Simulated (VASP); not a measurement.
# GdO (F-43m) in VASP: a series of runs, part 2 of 2

VASP 6.6.1.

## 3. Single point, PBEsol+U, collinear spin, ferromagnetic start (volume scaled by 1.02)

Input file INCAR:

```
SYSTEM = GdO
PREC = Accurate
ENCUT = 520
EDIFF = 1E-6
ISMEAR = 0
SIGMA = 0.05
LREAL = .False.
LASPH = .True.
NELM = 150
ALGO = Normal
ISIF = 2
LWAVE = .False.
LCHARG = .True.
ISPIN = 2
MAGMOM = 7.71 0.01
LORBIT = 11
LMAXMIX = 6
LDAU = .True.
LDAUTYPE = 2
LDAUL = 3 -1
LDAUU = 6 0
LDAUJ = 0 0
LDAUPRINT = 1
GGA = PS
LELF = .True.
LVHAR = .True.
NBANDS = 23
```

Input file KPOINTS:

```
regular mesh
0
Gamma
  8 8 8
  0 0 0
```

Input file POSCAR:

```
GdO
1.0
    0.0000000000      2.6823803661      2.6823803661
    2.6823803661      0.0000000000      2.6823803661
    2.6823803661      2.6823803661      0.0000000000
Gd O
1 1
Direct
    0.0000000000      0.0000000000      0.0000000000
    0.2500000000      0.2500000000      0.2500000000
```

Potentials or basis: VASP PAW PBE potentials, release 64 (Gd, O).

Command:

```sh
> cat potpaw_PBE.64/Gd/POTCAR potpaw_PBE.64/O/POTCAR > POTCAR
> mpirun -np 1 vasp_std > vasp.out
```

OUTCAR:

```text
SYSTEM = GdO
   PREC = Accurate
   ENCUT = 520
   EDIFF = 1E-6
   ISMEAR = 0
   LREAL = .False.
   LASPH = .True.
   NELM = 150
   ISIF = 2
   ISPIN = 2
   LORBIT = 11
   GGA = PS

 ion  position               nearest neighbor table
   1  0.000  0.000  0.000-   2 2.32   2 2.32   2 2.32   2 2.32
   2  0.250  0.250  0.250-   1 2.32   1 2.32   1 2.32   1 2.32

  LATTYP: Found a face centered cubic cell.
 ALAT       =     5.3647607322

  Lattice vectors:

 A1 = (   0.0000000000,   2.6823803661,   2.6823803661)
 A2 = (   2.6823803661,   0.0000000000,   2.6823803661)
 A3 = (   2.6823803661,   2.6823803661,   0.0000000000)

Analysis of symmetry for initial positions (statically):
=====================================================================
 Subroutine PRICEL returns:
 Original cell was already a primitive cell.

 Routine SETGRP: Setting up the symmetry group for a
 face centered cubic supercell.

 Subroutine GETGRP returns: Found 24 space group operations
 (whereof 24 operations were pure point group operations)
 out of a pool of 48 trial point group operations.

The static configuration has the point symmetry T_d .

Analysis of symmetry for dynamics (positions and initial velocities):
=====================================================================
 Subroutine PRICEL returns:
 Original cell was already a primitive cell.

 Routine SETGRP: Setting up the symmetry group for a
 face centered cubic supercell.

 Subroutine GETGRP returns: Found 24 space group operations
 (whereof 24 operations were pure point group operations)
 out of a pool of 48 trial point group operations.

The dynamic configuration has the point symmetry T_d .

Analysis of structural, dynamic, and magnetic symmetry:
=====================================================================
 Subroutine PRICEL returns:
 Original cell was already a primitive cell.

 Routine SETGRP: Setting up the symmetry group for a
 face centered cubic supercell.

 Subroutine GETGRP returns: Found 24 space group operations
 (whereof 24 operations were pure point group operations)
 out of a pool of 48 trial point group operations.
[... 166 lines left out ...]

 occupancies and eigenvectors

  o =  0.0035  v =  0.0000  0.0000  0.0000  0.0000  0.0000  0.0000  0.0000  0.0003 -0.0000  0.0002 -1.0000  0.0000 -0.0000 -0.0000      0.0000  0.0000  0.0000  0.0000  0.0000  0.0000  0.0000  0.0000  0.0000  0.0000  0.0000  0.0000  0.0000  0.0000
  o =  0.0035  v =  0.0000  0.0000  0.0000  0.0000  0.0000  0.0000  0.0000  0.7906 -0.0000  0.6124  0.0003  0.0008 -0.0000 -0.0010      0.0000  0.0000  0.0000  0.0000  0.0000  0.0000  0.0000  0.0000  0.0000  0.0000  0.0000  0.0000  0.0000  0.0000
  o =  0.0035  v =  0.0000  0.0000  0.0000  0.0000  0.0000  0.0000  0.0000 -0.0010 -0.0000 -0.0008  0.0000  0.6124 -0.0000 -0.7906      0.0000  0.0000  0.0000  0.0000  0.0000  0.0000  0.0000  0.0000  0.0000  0.0000  0.0000  0.0000  0.0000  0.0000
  o =  0.0037  v =  0.0000  0.0000  0.0000  0.0000  0.0000  0.0000  0.0000 -0.0002  0.0000  0.0003  0.0000  0.0000 -1.0000  0.0000      0.0000  0.0000  0.0000  0.0000  0.0000  0.0000  0.0000  0.0000  0.0000  0.0000  0.0000  0.0000  0.0000  0.0000
  o =  0.0037  v =  0.0000  0.0000  0.0000  0.0000  0.0000  0.0000  0.0000  0.6124 -0.0000 -0.7906 -0.0000 -0.0005 -0.0003 -0.0004      0.0000  0.0000  0.0000  0.0000  0.0000  0.0000  0.0000  0.0000  0.0000  0.0000  0.0000  0.0000  0.0000  0.0000
  o =  0.0037  v =  0.0000  0.0000  0.0000  0.0000  0.0000  0.0000  0.0000 -0.0004  0.0000  0.0005 -0.0000 -0.7906 -0.0000 -0.6124      0.0000  0.0000  0.0000  0.0000  0.0000  0.0000  0.0000  0.0000  0.0000  0.0000  0.0000  0.0000  0.0000  0.0000
  o =  0.0100  v =  0.0000  0.0000  0.0000  0.0000  0.0000  0.0000  0.0000  0.0000  1.0000  0.0000 -0.0000  0.0000  0.0000  0.0000      0.0000  0.0000  0.0000  0.0000  0.0000  0.0000  0.0000  0.0000  0.0000  0.0000  0.0000  0.0000  0.0000  0.0000
  o =  0.9916  v =  0.0000 -0.0000  0.0000  0.0727 -0.6108 -0.0000  0.7885  0.0000  0.0000  0.0000  0.0000  0.0000  0.0000  0.0000      0.0000  0.0000  0.0000  0.0000  0.0000  0.0000  0.0000  0.0000  0.0000  0.0000  0.0000  0.0000  0.0000  0.0000
  o =  0.9916  v = -0.7906  0.0000 -0.6124 -0.0000  0.0000 -0.0000  0.0000  0.0000  0.0000  0.0000  0.0000  0.0000  0.0000  0.0000      0.0000  0.0000  0.0000  0.0000  0.0000  0.0000  0.0000  0.0000  0.0000  0.0000  0.0000  0.0000  0.0000  0.0000
  o =  0.9916  v =  0.0000 -0.0000  0.0000 -0.9974 -0.0445 -0.0000  0.0575  0.0000  0.0000  0.0000  0.0000  0.0000  0.0000  0.0000      0.0000  0.0000  0.0000  0.0000  0.0000  0.0000  0.0000  0.0000  0.0000  0.0000  0.0000  0.0000  0.0000  0.0000
  o =  0.9919  v =  0.0000 -0.0000  0.0000 -0.0000  0.0713  0.9959  0.0553  0.0000  0.0000  0.0000  0.0000  0.0000  0.0000  0.0000      0.0000  0.0000  0.0000  0.0000  0.0000  0.0000  0.0000  0.0000  0.0000  0.0000  0.0000  0.0000  0.0000  0.0000
  o =  0.9919  v =  0.0000  0.0000  0.0000  0.0000  0.7873 -0.0902  0.6099  0.0000  0.0000  0.0000  0.0000  0.0000  0.0000  0.0000      0.0000  0.0000  0.0000  0.0000  0.0000  0.0000  0.0000  0.0000  0.0000  0.0000  0.0000  0.0000  0.0000  0.0000
  o =  0.9919  v = -0.6124 -0.0000  0.7906  0.0000 -0.0000  0.0000 -0.0000  0.0000  0.0000  0.0000  0.0000  0.0000  0.0000  0.0000      0.0000  0.0000  0.0000  0.0000  0.0000  0.0000  0.0000  0.0000  0.0000  0.0000  0.0000  0.0000  0.0000  0.0000
  o =  0.9987  v =  0.0000 -1.0000 -0.0000  0.0000  0.0000 -0.0000 -0.0000  0.0000  0.0000  0.0000  0.0000  0.0000  0.0000  0.0000      0.0000  0.0000  0.0000  0.0000  0.0000  0.0000  0.0000  0.0000  0.0000  0.0000  0.0000  0.0000  0.0000  0.0000

 number of electron      23.9999996 magnetization       7.9413177

 Free energy of the ion-electron system (eV)
  ---------------------------------------------------
  ext. energy  EPLUGINS =         0.00000000
  ---------------------------------------------------
  free energy    TOTEN  =       -22.33032774 eV

  energy without entropy =      -22.32935288  energy(sigma->0) =      -22.32984031

 E-fermi :   4.0999     XC(G=0): -10.3708

 val. band max:        4.0789719942   @ k =   0.3750   0.1250   0.0000
 cond. band min:       4.1001012231   @ k =   0.3750   0.0000   0.0000
 fundamental gap:      0.0211292290
 Fermi energy:         4.0999243470

 spin component 1

 k-point     1 :       0.0000    0.0000    0.0000
  band No.  band energies     occupation
      1     -41.7698      1.00000
      2     -18.9686      1.00000
      3     -18.9686      1.00000
      4     -18.9686      1.00000
      5     -15.3537      1.00000
      6      -4.3223      1.00000
[... 1241 lines left out ...]
     22      13.3068      0.00000
     23      16.9358      0.00000

 [... further k-points ...]

------------------------ aborting loop because EDIFF is reached ----------------------------------------

  FORCE on cell =-STRESS in cart. coord.  units (eV):
  Direction    XX          YY          ZZ          XY          YZ          ZX
  --------------------------------------------------------------------------------------
  -------------------------------------------------------------------------------------
  Total       -0.4727977     -0.4727977     -0.4727977      0.0000000      0.0000000      0.0000000
  in kB      -19.6243290    -19.6243290    -19.6243290      0.0000000      0.0000000      0.0000000
  external PRESSURE =     -19.6243290 kB  Pullay stress =       0.0000000 kB

 VOLUME and BASIS-vectors are now :
 -----------------------------------------------------------------------------
  energy-cutoff  :      520.00
  volume of cell :       38.60
      direct lattice vectors                 reciprocal lattice vectors
     0.000000000  2.682380366  2.682380366    -0.186401603  0.186401603  0.186401603
     2.682380366  0.000000000  2.682380366     0.186401603 -0.186401603  0.186401603
     2.682380366  2.682380366  0.000000000     0.186401603  0.186401603 -0.186401603

 POSITION                                       TOTAL-FORCE (eV/Angst)
 -----------------------------------------------------------------------------------
      0.00000      0.00000      0.00000         0.000000      0.000000      0.000000
      1.34119      1.34119      1.34119        -0.000000     -0.000000     -0.000000
 -----------------------------------------------------------------------------------
    total drift:                                0.000000      0.000000      0.000000

  FREE ENERGIE OF THE ION-ELECTRON SYSTEM (eV)
  ---------------------------------------------------
  free  energy   TOTEN  =       -22.3303277432 eV

  energy  without entropy=      -22.3293528791  energy(sigma->0) =      -22.32984031

 total charge

# of ion       s       p       d       f       tot
--------------------------------------------------
    1        2.033   5.625   0.528   6.973  15.160
    2        1.564   3.424   0.000   0.000   4.988
--------------------------------------------------
tot          3.597   9.050   0.528   6.973  20.148

 magnetization (x)

# of ion       s       p       d       f       tot
--------------------------------------------------
    1        0.008  -0.046   0.211   6.912   7.085
    2        0.005  -0.007   0.000   0.000  -0.002
--------------------------------------------------
tot          0.012  -0.053   0.211   6.912   7.083
```

OSZICAR:

```text
N       E                     dE             d eps       ncg     rms          rms(c)
DAV:   1     0.161611470290E+03    0.16161E+03   -0.88117E+03  3812   0.540E+03
DAV:   2     0.165282688659E+01   -0.15996E+03   -0.13749E+03  3776   0.507E+02
DAV:   3    -0.171069493685E+02   -0.18760E+02   -0.18371E+02  3958   0.118E+02
DAV:   4    -0.193459245521E+02   -0.22390E+01   -0.22230E+01  5033   0.266E+01
DAV:   5    -0.194325583017E+02   -0.86634E-01   -0.86587E-01  4170   0.639E+00    0.416E+01
DAV:   6    -0.222557309578E+02   -0.28232E+01   -0.18028E+01  4199   0.144E+02    0.757E+01
DAV:   7    -0.222927157198E+02   -0.36985E-01   -0.25758E+00  4318   0.165E+01    0.544E+01
DAV:   8    -0.222589425661E+02    0.33773E-01   -0.59919E-01  4911   0.165E+01    0.286E+01
DAV:   9    -0.222850330595E+02   -0.26090E-01   -0.31459E-01  3996   0.143E+01    0.974E+00
DAV:  10    -0.223289172046E+02   -0.43884E-01   -0.57012E-02  4369   0.628E+00    0.246E+00
DAV:  11    -0.223298870872E+02   -0.96988E-03   -0.12108E-02  4444   0.137E+00    0.152E+00
DAV:  12    -0.223305578503E+02   -0.67076E-03   -0.23589E-03  4127   0.524E-01    0.727E-01
DAV:  13    -0.223302944978E+02    0.26335E-03   -0.91668E-04  4613   0.505E-01    0.172E-01
DAV:  14    -0.223303145892E+02   -0.20091E-04   -0.12207E-04  4046   0.746E-02    0.937E-02
DAV:  15    -0.223303262538E+02   -0.11665E-04   -0.10079E-05  4496   0.689E-02    0.531E-02
DAV:  16    -0.223303279217E+02   -0.16680E-05   -0.17246E-06  3451   0.289E-02    0.119E-02
DAV:  17    -0.223303277432E+02    0.17850E-06   -0.43477E-07  2167   0.155E-02
   1 F= -.22330328E+02 E0= -.22329840E+02  d E =-.974864E-03  mag=     7.9413
```

Wall time 74 s (1 thread of Intel Xeon 6975P-C, shared host); peak memory 0.21 GiB.

What came out:

* Free energy: -22.3303 eV
* Pressure: -2.0 GPa
* Net moment: 7.94 μB per cell
* Site moments: Gd +7.08; O -0.00 μB
* Valence electrons inside the program's atomic spheres: Gd 15.16; O 4.99

Eigenvalues of the final occupation matrices:
| site | spin | trace | eigenvalues |
| --- | --- | --- | --- |
| site 1 f | 1 | 6.95 | 0.99 0.99 0.99 0.99 0.99 0.99 1.00 |
| site 1 f | 2 | 0.03 | 0.00 0.00 0.00 0.00 0.00 0.00 0.01 |

Caveat: the cell differs from its parent crystal (volume scaled by 1.02); the PAW data sets were made with another functional, which shifts forces and pressure a little; spin-orbit coupling is left out, which moves the levels of the heavy elements; a cell with one magnetic atom can't hold antiferromagnetic order, which such compounds often take. The state reached can hang on the start; a lower one may exist.

## 4. Single point, PBE+D4+U, collinear spin, ferromagnetic start

This run uses another cell than the first one, of 19.38 Å³/atom, 1.006 times its volume.

Input file INCAR:

```
ALGO     = Normal         # electronic algorithm
EDIFF    = 1E-6           # SCF threshold, eV
ENCUT    = 520            # plane-wave cutoff, eV
GGA      = PE             # functional
ISIF     = 2              # what is computed and relaxed
ISMEAR   = 0              # smearing method
ISPIN    = 2              # spin polarisation
IVDW     = 13             # dispersion correction
LASPH    = True           # aspherical terms in the spheres
LCHARG   = False          # write CHGCAR
LDAU     = True           # DFT+U
LDAUJ    = 0 0          
LDAUL    = 3 -1           # shell
LDAUPRINT= 1            
LDAUTYPE = 2            
LDAUU    = 6 0            # U, eV
LMAXMIX  = 6              # l up to which the mixer works
LORBIT   = 11             # projections on sites
LREAL    = False          # projectors in reciprocal space
LWAVE    = False          # write WAVECAR
MAGMOM   = 7.71 0.02      # initial moments
NBANDS   = 23             # bands
NELM     = 150            # most SCF steps
PREC     = Accurate       # precision mode
SIGMA    = 0.05           # smearing width, eV
```

Input file KPOINTS:

```
k-points
0
Gamma
  8 8 8
```

Input file POSCAR:

```
GdO
1.0
    0.0000000000      2.6858834704      2.6858834704
    2.6858834704      0.0000000000      2.6858834704
    2.6858834704      2.6858834704      0.0000000000
Gd O
1 1
Direct
    0.0000000000      0.0000000000      0.0000000000
    0.2500000000      0.2500000000      0.2500000000
```

Command:

```sh
> cat potpaw_PBE.64/Gd/POTCAR potpaw_PBE.64/O/POTCAR > POTCAR
> mpirun -np 1 vasp_std > vasp.out
```

It took 55 s on 1 thread of Intel Xeon 6975P-C, shared host; peak memory 0.21 GiB.

It converged, with:

```yaml
Free_energy: -22.1752 eV
Pressure: -0.8 GPa
Net_moment: 7.94 μB per cell
Site_moments: Gd +7.07; O +0.01 μB
Valence_electrons_inside_the_program's_atomic_spheres: Gd 15.17; O 5.01
Dispersion_energy_per_atom: -0.242 eV
```

Levels at points of the mesh, in eV from the Fermi level:
Spin up:
```
           k point  band 14  band 15  band 16  band 17  band 18  band 19
(0.00, 0.00, 0.00)    -5.68    -5.68    -2.44     2.47     2.47     4.40
(0.50, 0.00, 0.00)    -5.27    -5.27     0.03     2.34     2.34     2.89
(0.50, 0.50, 0.00)    -4.52    -4.52    -1.04     0.93     4.06     4.51
```
Spin down:
```csv
k point,band 4,band 5,band 6,band 7,band 8,band 9,band 10,band 11,band 12,band 13
"(0.00, 0.00, 0.00)",-20.68,-19.37,-5.54,-5.54,-5.54,-1.05,2.74,2.74,2.74,3.05
"(0.50, 0.00, 0.00)",-20.78,-18.12,-5.13,-5.13,-5.08,1.42,2.41,2.63,2.63,2.97
"(0.50, 0.50, 0.00)",-20.94,-17.77,-6.08,-4.40,-4.40,0.95,1.41,2.81,2.87,2.87
```

Eigenvalues of the final occupation matrices:
| site | spin | trace | eigenvalues |
| --- | --- | --- | --- |
| site 1 f | 1 | 6.95 | 0.99 0.99 0.99 0.99 0.99 0.99 1.00 |
| site 1 f | 2 | 0.03 | 0.00 0.00 0.00 0.00 0.00 0.00 0.01 |

Caveat: spin-orbit coupling is left out, which moves the levels of the heavy elements; a cell with one magnetic atom can't hold antiferromagnetic order, which such compounds often take; pairwise dispersion overbinds metals, which lowers pressure and volume. The state reached can hang on the start; a lower one may exist.

## 5. Summary

| level | cell | gap on the mesh (eV) | pressure (GPa) | moment (μB) |
| --- | --- | --- | --- | --- |
| BLYP+D3(BJ)+U | a = 3.791 Å, angles 60.0°, 2 atoms | none | 0.2 | 7.90 |
| PBEsol+U | a = 3.793 Å, angles 60.0°, 2 atoms | none | -2.0 | 7.94 |
| PBE+D4+U | a = 3.798 Å, angles 60.0°, 2 atoms | none | -0.8 | 7.94 |

Alike in all rows: task single point; potentials or basis VASP PAW PBE potentials, release 64 (Gd, O); spin collinear, ferromagnetic start; Gd f U = 6.0 eV; k mesh 8 × 8 × 8; cutoff (eV) 520; smearing gaussian 0.05 eV.

Caveats: spin-orbit coupling is left out, which moves the levels of the heavy elements; a cell with one magnetic atom can't hold antiferromagnetic order, which such compounds often take; the PAW data sets were made with another functional, which shifts forces and pressure a little (some runs); pairwise dispersion overbinds metals, which lowers pressure and volume (some runs).

Total energies depend on the potentials used, so only differences within one code and one set of settings carry meaning.
